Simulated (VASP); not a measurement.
# BAs (WC type) (P-6m2) in VASP: further runs

Runs on BAs (WC type). Level: LDA. Tasks: single point, relaxation of cell and atoms.

Everything below comes from runs of VASP 6.6.1. Logs are shortened: lines on timing, memory, paths and dates and some standing lists are left out, and cuts for length are marked.

## (1) The cell of the first run

The structure is hexagonal, space group P-6m2 (No. 187). The conventional cell has a = 2.634 Å, b = 2.634 Å, c = 2.623 Å, α = 90.00°, β = 90.00°, γ = 120.00°. Within 2.7 Å of B (site symmetry -6m2) lie 6 As at 2.01 Å and 8 B at 2.62 to 2.63 Å. As (site symmetry -6m2) has 6 B at 2.01 Å and 8 As at 2.62 to 2.63 Å within 2.7 Å.

## (2) Single point, LDA

INCAR

```
SYSTEM = BAs
PREC     = Accurate       ! precision mode
ENCUT    = 520            ! plane-wave cutoff, eV
EDIFF    = 1E-6           ! SCF threshold, eV
ISMEAR   = -1             ! smearing method
SIGMA    = 0.08           ! smearing width, eV
LREAL    = .FALSE.        ! projectors in reciprocal space
LASPH    = .TRUE.         ! aspherical terms in the spheres
NELM     = 80             ! most SCF steps
ALGO     = Normal         ! electronic algorithm
ISIF     = 2              ! what is computed and relaxed
LWAVE    = .FALSE.        ! write WAVECAR
LCHARG   = .FALSE.        ! write CHGCAR
NBANDS   = 11             ! bands
```

KPOINTS

```
Automatic mesh
0
G
  18 18 16
  0 0 0
```

POSCAR

```
BAs
1.0
    2.6339921989      0.0000000000      0.0000000000
   -1.3169960994      2.2811041576      0.0000000000
    0.0000000000      0.0000000000      2.6225604598
B As
1 1
Direct
    0.0000000000      0.0000000000      0.0000000000
    0.3333333333      0.6666666667      0.5000000000
```

Potentials or basis: VASP PAW LDA potentials, release 64 (B, As).

Launch:

```sh
$ cat potpaw_LDA.64/B/POTCAR potpaw_LDA.64/As/POTCAR > POTCAR
$ mpirun -np 1 vasp_std > vasp.out
```

OUTCAR:

```text
SYSTEM = BAs
   PREC = Accurate
   ENCUT = 520
   EDIFF = 1E-6
   ISMEAR = -1
   LREAL = .FALSE.
   LASPH = .TRUE.
   NELM = 80
   ISIF = 2

 ion  position               nearest neighbor table
   1  0.000  0.000  0.000-   2 2.01   2 2.01   2 2.01   2 2.01   2 2.01   2 2.01
   2  0.333  0.667  0.500-   1 2.01   1 2.01   1 2.01   1 2.01   1 2.01   1 2.01

  LATTYP: Found a hexagonal cell.
 ALAT       =     2.6339921989
 C/A-ratio  =     0.9956599192

  Lattice vectors:

 A1 = (   2.6339921989,   0.0000000000,   0.0000000000)
 A2 = (  -1.3169960994,   2.2811041576,   0.0000000000)
 A3 = (   0.0000000000,   0.0000000000,   2.6225604598)

Analysis of symmetry for initial positions (statically):
=====================================================================
 Subroutine PRICEL returns:
 Original cell was already a primitive cell.

 Routine SETGRP: Setting up the symmetry group for a
 hexagonal supercell.

 Subroutine GETGRP returns: Found 12 space group operations
 (whereof 12 operations were pure point group operations)
 out of a pool of 24 trial point group operations.

The static configuration has the point symmetry D_3h.

Analysis of symmetry for dynamics (positions and initial velocities):
=====================================================================
 Subroutine PRICEL returns:
 Original cell was already a primitive cell.

 Routine SETGRP: Setting up the symmetry group for a
 hexagonal supercell.

 Subroutine GETGRP returns: Found 12 space group operations
 (whereof 12 operations were pure point group operations)
 out of a pool of 24 trial point group operations.

The dynamic configuration has the point symmetry D_3h.

 Subroutine INISYM returns: Found 12 space group operations
 (whereof 12 operations are pure point group operations),
 and found     1 'primitive' translations

----------------------------------------------------------------------------------------

                                     Primitive cell

  volume of cell :      15.7574

  direct lattice vectors                    reciprocal lattice vectors
     2.633992199  0.000000000  0.000000000     0.379651846  0.219192095  0.000000000
    -1.316996099  2.281104158  0.000000000     0.000000000  0.438384191  0.000000000
     0.000000000  0.000000000  2.622560460     0.000000000  0.000000000  0.381306748

  length of vectors
     2.633992199  2.633992199  2.622560460     0.438384191  0.438384191  0.381306748

  position of ions in fractional coordinates (direct lattice)
     0.000000000  0.000000000  0.000000000
     0.333333333  0.666666667  0.500000000

  ion indices of the primitive-cell ions
   primitive index   ion index
                 1           1
                 2           2

----------------------------------------------------------------------------------------

 KPOINTS: Automatic mesh

Automatic generation of k-mesh.
 Grid dimensions read from file:
 generate k-points for:   18   18   16

 Generating k-lattice:

  Cartesian coordinates                     Fractional coordinates (reciprocal lattice)
     0.021091769  0.012177339  0.000000000     0.055555556 -0.000000000  0.000000000
     0.000000000  0.024354677  0.000000000     0.000000000  0.055555556  0.000000000
     0.000000000  0.000000000  0.023831672     0.000000000  0.000000000  0.062500000

  Length of vectors
     0.024354677  0.024354677  0.023831672

  Shift w.r.t. Gamma in fractional coordinates (k-lattice)
     0.000000000  0.000000000  0.000000000

 Subroutine IBZKPT returns following result:
 ===========================================

 Found    333 irreducible k-points:

 Following reciprocal coordinates:
            Coordinates               Weight
  0.000000  0.000000  0.000000      1.000000
  0.055556  0.000000  0.000000      6.000000
  0.111111  0.000000  0.000000      6.000000
  0.166667  0.000000  0.000000      6.000000
  0.222222  0.000000  0.000000      6.000000
  0.277778  0.000000  0.000000      6.000000
[... 16 lines left out ...]
  0.333333  0.111111  0.000000     12.000000
  0.388889  0.111111  0.000000     12.000000
 [... further k-points ...]
   k-points           NKPTS =    333   k-points in BZ     NKDIM =    333   number of bands    NBANDS=     11
   number of dos      NEDOS =    301   number of ions     NIONS =      2
   total plane-waves  NPLWV =   8000
   dimension x,y,z NGX =    20 NGY =   20 NGZ =   20
   dimension x,y,z NGXF=    40 NGYF=   40 NGZF=   40
   ions per type =               1   1
   NGX,Y,Z   is equivalent  to a cutoff of  12.62, 12.62, 12.68 a.u.
   NGXF,Y,Z  is equivalent  to a cutoff of  25.25, 25.25, 25.36 a.u.
 SYSTEM =  BAs
   PREC   = accura    normal or accurate (medium, high low for compatibility)
   ISTART =      0    job   : 0-new  1-cont  2-samecut
   ICHARG =      2    charge: 1-file 2-atom 10-const
   ISPIN  =      1    spin polarized calculation?
   LNONCOLLINEAR =      F non collinear calculations
   LSORBIT =      F    spin-orbit coupling
   LASPH  =      T    aspherical Exc in radial PAW
   ENCUT  =  520.0 eV  38.22 Ry    6.18 a.u.   4.90  4.90  4.88*2*pi/ulx,y,z
   NELM   =     80;   NELMIN=  2; NELMDL= -5     # of ELM steps
   EDIFF  = 0.1E-05   stopping-criterion for ELM
   LREAL  =      F    real-space projection
   EDIFFG = 0.1E-04   stopping-criterion for IOM
   NSW    =      0    number of steps for IOM
   IBRION =     -1    ionic relax: 0-MD 1-quasi-New 2-CG
   NFREE  =      0    steps in history (QN), initial steepest desc. (CG)
   ISIF   =      2    stress and relaxation
   ISYM   =      2    0-nonsym 1-usesym 2-fastsym
   POTIM  = 0.5000    time-step for ionic-motion
   TEBEG  =    0.0;   TEEND  =   0.0 temperature during run
   PSTRESS=    0.0 pullay stress
   NELECT =       8.0000    total number of electrons
   NUPDOWN=      -1.0000    fix difference up-down
   EMIN   =  10.00;   EMAX   =-10.00  energy-range for DOS
   EFERMI =   0.00;   METHOD = LEGACY
   ISMEAR =    -1;   SIGMA  =   0.08  broadening in eV -4-tet -1-fermi 0-gaus
   EFERMI_NEDOS =   21; number of points for ismear=-14 and -15
   IALGO  =     38    algorithm
   IMIX   =      4    mixing-type and parameters
     AMIX     =   0.40;   BMIX     =  1.00
     AMIX_MAG =   1.60;   BMIX_MAG =  1.00
  volume/ion in A,a.u.               =       7.88        53.17
  Fermi-wavevector in a.u.,A,eV,Ry     =   1.306000  2.467982 23.206581  1.705636
  Thomas-Fermi vector in A             =   2.436831
   LORBIT       =      0    0 simple, 1 ext, 2 COOP (PROOUT), +10 PAW based schemes
   GGA     = CA    functional components
   LHFCALC =     F    Hartree Fock is set to
   AEXX    =    0.0000 exact exchange contribution
   IVDW    =     0    specifies the selected vdW correction
   LEPSILON=     F    determine dielectric tensor
   LRPA    =     F    only Hartree local field effects (RPA)
 non-spin polarized calculation
  energy-cutoff  :      520.00
  volume of cell :       15.76
 maximum number of plane-waves:       442
 NGX is ok and might be reduce to    20
   NGX =  9   NGY =  9   NGZ =  9

 number of electron       7.9999999 magnetization

 Free energy of the ion-electron system (eV)
  ---------------------------------------------------
  ext. energy  EPLUGINS =         0.00000000
  ---------------------------------------------------
  free energy    TOTEN  =        -8.03926297 eV

  energy without entropy =       -8.02622537  energy(sigma->0) =       -8.03274417

 E-fermi :  13.5898     XC(G=0): -13.5063

 val. band max:       13.5890875480   @ k =   0.3333   0.3333   0.1875
 cond. band min:      13.5954108760   @ k =   0.4444   0.1111   0.5000
 fundamental gap:      0.0063233279
 Fermi energy:        13.5898401113

 k-point     1 :       0.0000    0.0000    0.0000
  band No.  band energies     occupation
      1      -7.5347      2.00000
      2       9.8848      2.00000
      3      14.7529      0.00000
      4      14.7529      0.00000
      5      17.0474      0.00000
      6      20.6963      0.00000
      7      20.6963      0.00000
      8      23.8705      0.00000
      9      26.8137      0.00000
     10      31.1500      0.00000
     11      35.1729      0.00000

 k-point     2 :       0.0556    0.0000    0.0000
  band No.  band energies     occupation
      1      -7.4517      2.00000
      2       9.9705      2.00000
      3      14.0890      0.00389
      4      14.4595      0.00004
      5      17.1658      0.00000
      6      20.4645      0.00000
      7      21.1090      0.00000
      8      24.1818      0.00000
      9      27.4632      0.00000
     10      30.6730      0.00000
     11      35.0159      0.00000

 k-point     3 :       0.1111    0.0000    0.0000
  band No.  band energies     occupation
      1      -7.2027      2.00000
      2      10.2264      2.00000
      3      12.5283      2.00000
      4      13.7649      0.20166
      5      17.3851      0.00000
      6      19.9336      0.00000
      7      22.1516      0.00000
      8      24.9827      0.00000
      9      28.9353      0.00000
     10      29.4733      0.00000
     11      34.5990      0.00000

 k-point     4 :       0.1667    0.0000    0.0000
  band No.  band energies     occupation
      1      -6.7881      2.00000
      2      10.5918      2.00000
      3      10.6477      2.00000
      4      12.9427      1.99939
      5      17.6256      0.00000
      6      19.3778      0.00000
      7      23.5150      0.00000
      8      25.9347      0.00000
      9      27.9090      0.00000
     10      30.2368      0.00000
     11      34.1659      0.00000
[... 239 lines left out ...]
 k-point    22 :       0.2778    0.1111    0.0000
  band No.  band energies     occupation
      1      -4.3255      2.00000
      2       4.7520      2.00000
      3       9.0094      2.00000
      4      13.0038      1.99868
      5      19.2399      0.00000
      6      20.1359      0.00000
      7      22.6894      0.00000
      8      25.6288      0.00000
      9      26.8514      0.00000
     10      30.2806      0.00000
     11      31.0680      0.00000

 k-point    23 :       0.3333    0.1111    0.0000
  band No.  band energies     occupation
      1      -3.2916      2.00000
      2       2.9859      2.00000
      3       8.5767      2.00000
      4      13.8739      0.05579
      5      19.3279      0.00000
      6      20.5125      0.00000
      7      21.2916      0.00000
      8      24.8274      0.00000
      9      27.3580      0.00000
     10      30.4884      0.00000
     11      31.4117      0.00000

 k-point    24 :       0.3889    0.1111    0.0000
  band No.  band energies     occupation
      1      -2.1879      2.00000
      2       1.4326      2.00000
      3       8.3178      2.00000
      4      14.6439      0.00000
      5      19.2577      0.00000
      6      20.1941      0.00000
      7      21.1504      0.00000
      8      23.9020      0.00000
      9      27.5566      0.00000
     10      30.1462      0.00000
     11      33.1105      0.00000

 [... further k-points ...]
[... 5 lines left out ...]
  --------------------------------------------------------------------------------------
  -------------------------------------------------------------------------------------
  Total       14.2547208     14.2547208     14.3640171      0.0000000     -0.0000000      0.0000000
  in kB     1449.3864218   1449.3864218   1460.4994121      0.0000000     -0.0000000      0.0000000
  external PRESSURE =    1453.0907519 kB  Pullay stress =       0.0000000 kB

 VOLUME and BASIS-vectors are now :
 -----------------------------------------------------------------------------
  energy-cutoff  :      520.00
  volume of cell :       15.76
      direct lattice vectors                 reciprocal lattice vectors
     2.633992199  0.000000000  0.000000000     0.379651846  0.219192095  0.000000000
    -1.316996099  2.281104158  0.000000000     0.000000000  0.438384191  0.000000000
     0.000000000  0.000000000  2.622560460     0.000000000  0.000000000  0.381306748

 POSITION                                       TOTAL-FORCE (eV/Angst)
 -----------------------------------------------------------------------------------
      0.00000      0.00000      0.00000         0.000000      0.000000      0.000000
     -0.00000      1.52074      1.31128        -0.000000      0.000000      0.000000
 -----------------------------------------------------------------------------------
    total drift:                                0.000000     -0.000000     -0.000000

  FREE ENERGIE OF THE ION-ELECTRON SYSTEM (eV)
  ---------------------------------------------------
  free  energy   TOTEN  =        -8.0392629739 eV

  energy  without entropy=       -8.0262253668  energy(sigma->0) =       -8.03274417
```

It took 21 s on 1 thread of Intel Xeon Platinum 8488C (Sapphire Rapids), shared host; peak memory 0.17 GiB.

What came out:

```
Free energy            : -8.0393 eV
Pressure               : 145.3 GPa
Band gap on the k mesh : zero (band 4 reaches 17.81 eV, above the bottom of band 5 at 8.88 eV)
```

[end of part 1 of 2]
